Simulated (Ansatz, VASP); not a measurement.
**One calculation of Cu, two programs**

File INCAR:

```
ALGO = Normal ; EDIFF = 1E-6
ENCUT = 520 ; GGA = PE
ISIF = 2 ; ISMEAR = 0
LASPH = T ; LCHARG = F
LREAL = F ; LWAVE = F
NBANDS = 12 ; NELM = 80
PREC = Accurate ; SIGMA = 0.05
```

The input KPOINTS:

```
k-points
0
Gamma
  20 20 20
```

The input POSCAR:

```
Cu
1.0
    0.0000000000      1.8146014622      1.8146014622
    1.8146014622      0.0000000000      1.8146014622
    1.8146014622      1.8146014622      0.0000000000
Cu
1
Direct
    0.0000000000      0.0000000000      0.0000000000
```

Input for Ansatz:

```yaml
crystal:
  lattice:
    - [0.0, 1.8146014623, 1.8146014623]
    - [1.8146014623, 0.0, 1.8146014623]
    - [1.8146014623, 1.8146014623, 0.0]
  atoms:
    - { symbol: Cu, position: [0.0, 0.0, 0.0] }
basis:
  ecutwfc: 420
  ecutrho_ratio: 4
kpoints:
  mp_grid: { grid: [20, 20, 20] }
hamiltonian:
  xc: pbe
scf:
  occupations: { method: gaussian, width: 0.05 }
output:
  forces: true
  stress: true
  eigenvalues: true
```

Alike in both runs: task single point; functional PBE; k mesh 20 × 20 × 20; occupations gaussian, width 0.05 eV; no spin polarisation.

|  | VASP | Ansatz |
| --- | --- | --- |
| version | VASP 6.6.1 | Ansatz 0.2.0 |
| potentials or method | VASP PAW PBE potentials, release 64 (Cu), cutoff 520 eV | scalar-relativistic, plane waves, PAW |
| valence electrons in the cell | 11 | 19 |

Ansatz gave:

```
gap on the k mesh at the Fermi level (eV) : none
pressure (GPa)                            : 0.1
```

Question: What did VASP give for the same quantities?

Answer: gap on the k mesh at the Fermi level (eV): none; pressure (GPa): 0.6.

A gap of «none» marks a metal or a gap that the smearing closes. VASP's potentials hold 11 valence electrons a cell and Ansatz's 19, so a difference there can come from the potentials and not from the codes.
